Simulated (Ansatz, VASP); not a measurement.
# TiO2: VASP beside Ansatz

The input INCAR:

```
SYSTEM = TiO2
  ALGO = Normal
  EDIFF = 1E-6
  ENCUT = 520
  GGA = PE
  ISIF = 2
  ISMEAR = 0
  IVDW = 12
  LASPH = .TRUE.
  LCHARG = .FALSE.
  LDAU = .TRUE.
  LDAUJ = 0 0
  LDAUL = 2 -1
  LDAUPRINT = 1
  LDAUTYPE = 2
  LDAUU = 4 0
  LMAXMIX = 4
  LREAL = .FALSE.
  LWAVE = .FALSE.
  NBANDS = 19
  NELM = 150
  PREC = Accurate
  SIGMA = 0.05
```

Contents of KPOINTS:

```
k-points
0
G
  9 9 9
  0 0 0
```

POSCAR

```
TiO2
1.0
    1.5040433916      0.8683598570      5.6001000000
   -1.5040433916      0.8683598570      5.6001000000
    0.0000000000     -1.7367197141      5.6001000000
Ti O
1 2
Direct
    0.0000000000      0.0000000000      0.0000000000
    0.6017580785      0.6017580785      0.6017580785
    0.3982419215      0.3982419215      0.3982419215
```

Input for Ansatz:

```yaml
crystal:
  lattice:
    - [1.5040433916, 0.868359857, 5.6001]
    - [-1.5040433916, 0.868359857, 5.6001]
    - [0.0, -1.7367197141, 5.6001]
  atoms:
    - { symbol: Ti, position: [0.0, 0.0, 0.0] }
    - { symbol: O, position: [0.6017580785, 0.6017580785, 0.6017580785] }
    - { symbol: O, position: [0.3982419215, 0.3982419215, 0.3982419215] }
basis:
  ecutwfc: 520.0
kpoints:
  mp_grid: { grid: [9, 9, 9] }
hamiltonian:
  xc: pbe
  pseudopotentials: { kind: paw, azcp: { folder: soft_1 } }
  dispersion: d3bj
  hubbard: { sites: [{ species: Ti, l: d, u_eff: 4.0 }] }
scf:
  occupations: { method: gaussian, width: 0.05 }
output:
  forces: true
  stress: true
  eigenvalues: true
```

Alike in both runs: task single point; functional PBE; dispersion D3(BJ); k mesh 9 × 9 × 9; occupations gaussian, width 0.05 eV; no spin polarisation; Hubbard terms Ti d U = 4.0 eV.

```csv
,VASP,Ansatz
version,VASP 6.6.1,Ansatz 0.2.0
potentials or method,"VASP PAW PBE potentials, release 64 (Ti_sv, O), cutoff 520 eV","scalar-relativistic, plane waves, PAW"
valence electrons in the cell,24,24
```

VASP gave:

| Item | Value |
| --- | --- |
| gap on the k mesh at the Fermi level (eV) | 2.81 |
| least direct gap on the mesh (eV) | 3.07 |
| pressure (GPa) | -10.2 |
| traceless stress, the component that is largest in VASP (GPa) | -7.44 |
| rms of the force components (eV/Å) | 0.950 |

Estimate Ansatz's values.

gap on the k mesh at the Fermi level (eV): 2.75; least direct gap on the mesh (eV): 2.99; pressure (GPa): -12.6; traceless stress, the component that is largest in VASP (GPa): -7.56; rms of the force components (eV/Å): 1.108.

The programs project onto different local orbitals, so the same U acts differently, and such runs can settle in different states. Atom by atom the forces differ by 0.158 eV/Å (rms over components).
